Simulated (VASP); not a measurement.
Here is a VASP 6.6.1 calculation.

Contents of INCAR:

```
PREC = Accurate ; ENCUT = 520
EDIFF = 1E-6 ; ISMEAR = 0
SIGMA = 0.05 ; LREAL = Auto
LASPH = T ; NELM = 100
ALGO = Normal ; ISIF = 2
LWAVE = F ; LCHARG = F
GGA = PE ; NBANDS = 52
```

The input KPOINTS:

```
Automatic mesh
0
Gamma
  2 2 2
```

The input POSCAR:

```
TiSi16
1.0
    0.0000000000      5.4300000000      5.4300000000
    5.4300000000      0.0000000000      5.4300000000
    5.4300000000      5.4300000000      0.0000000000
Si Ti
16 1
Direct
    0.0032058495     -0.0028534192     -0.0035254833
    0.1372817432      0.1212874325      0.1207154121
    0.0032058495     -0.0028534192      0.5031730531
    0.1233380840      0.1300421655      0.6233098753
    0.0033609626      0.5035626703     -0.0034618165
    0.1234567465      0.6239620727      0.1291624773
   -0.0001923303      0.5006793324      0.4997564989
    0.1234567465      0.6239620727      0.6234187035
    0.5000352802     -0.0000508090      0.0000077644
    0.6207489927      0.1212892249      0.1207105264
    0.4965045109     -0.0028616093      0.5031785492
    0.6207489927      0.1212892249      0.6372512560
    0.4965789126      0.5035574494     -0.0034593391
    0.6209123064      0.6373267517      0.1208804710
    0.4965789126      0.5035574494      0.5033229772
    0.6292115976      0.6239518623      0.6234182701
    0.7499629428      0.2501740481      0.2499315046
```

Potentials or basis: VASP PAW PBE potentials, release 64 (Si, Ti_sv).

Command:

```bash
$ cat potpaw_PBE.64/Si/POTCAR potpaw_PBE.64/Ti_sv/POTCAR > POTCAR
$ mpirun -np 1 vasp_std > vasp.out
```

Question: Estimate the largest force.

Answer: 0.010 eV/Å.

Question: Predict the band gap on the k mesh.

Answer: Zero (bands 38 and 39 overlap by 0.43 eV).

Question: What does it give for the pressure?

Answer: 4.0 GPa.

Forces in eV/Å, atoms in the order of the input:
```
Si   0.000 -0.002  0.002
Si  -0.005  0.005  0.006
Si   0.002  0.000  0.002
Si   0.003 -0.003  0.003
Si   0.000  0.000  0.000
Si   0.005  0.004 -0.004
Si  -0.003  0.003 -0.003
Si  -0.004 -0.005 -0.004
Si   0.002 -0.002  0.002
Si  -0.006 -0.005 -0.006
Si   0.002 -0.002  0.001
Si   0.005  0.006 -0.006
Si   0.000  0.000  0.000
Si   0.005 -0.005  0.006
Si   0.000  0.000  0.000
Si  -0.003  0.003  0.006
Ti  -0.003  0.003 -0.004
```

Caveat: the k points lie up to 0.50 Å⁻¹ apart.
